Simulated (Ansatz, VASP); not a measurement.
**HfO2 in VASP and in Ansatz**

INCAR

```
SYSTEM = HfO2
  PREC = Accurate
  ENCUT = 520
  EDIFF = 1E-7
  ISMEAR = 0
  SIGMA = 0.025
  LREAL = .FALSE.
  LASPH = .TRUE.
  NELM = 60
  ALGO = Normal
  ISIF = 2
  LWAVE = .FALSE.
  LCHARG = .FALSE.
  GGA = PE
  NBANDS = 18
```

KPOINTS

```
regular mesh
0
G
  9 9 9
  0 0 0
```

File POSCAR:

```
HfO2
1.0
    0.0000000000      2.5575000000      2.5575000000
    2.5575000000      0.0000000000      2.5575000000
    2.5575000000      2.5575000000      0.0000000000
Hf O
1 2
Direct
    0.0000000000      0.0000000000      0.0000000000
    0.7500000000      0.7500000000      0.7500000000
    0.2500000000      0.2500000000      0.2500000000
```

Contents of input.yaml:

```yaml
crystal:
  lattice:
    - [0.0, 2.5575, 2.5575]
    - [2.5575, 0.0, 2.5575]
    - [2.5575, 2.5575, 0.0]
  atoms:
    - { symbol: Hf, position: [0.0, 0.0, 0.0] }
    - { symbol: O, position: [0.75, 0.75, 0.75] }
    - { symbol: O, position: [0.25, 0.25, 0.25] }
hamiltonian:
  xc: pbe
  pseudopotentials: { kind: paw }
kpoints:
  mp_grid: { grid: [9, 9, 9] }
scf:
  occupations: { method: gaussian, width: 0.025 }
output:
  forces: true
  stress: true
  eigenvalues: true
  write_density: true
  write_potential: true
  elf: true
  volumetric_format: npy
```

Alike in both runs: task single point; functional PBE; k mesh 9 × 9 × 9; occupations gaussian, width 0.025 eV; no spin polarisation.

|  | VASP | Ansatz |
| --- | --- | --- |
| version | VASP 6.6.1 | Ansatz 0.2.0 |
| potentials or method | VASP PAW PBE potentials, release 64 (Hf_pv, O) | Ansatz PAW |
| plane-wave cutoff (eV) | 520 | 420 |
| valence electrons in the cell | 22 | 38 |

|  | VASP | Ansatz | Ansatz less VASP |
| --- | --- | --- | --- |
| gap on the k mesh at the Fermi level (eV) | 3.84 | 3.83 | -0.008 |
| least direct gap on the mesh (eV) | 3.95 | 3.94 | -0.008 |
| pressure (GPa) | -6.0 | -2.5 | +3.54 |

VASP's potentials hold 22 valence electrons a cell and Ansatz's 38, so a difference there can come from the potentials and not from the codes.

Spin-orbit coupling is off throughout. Noted on Ansatz's run: odd divisions of the mesh miss points on the zone boundary, where band edges often lie, so the gap on the mesh can be too wide.
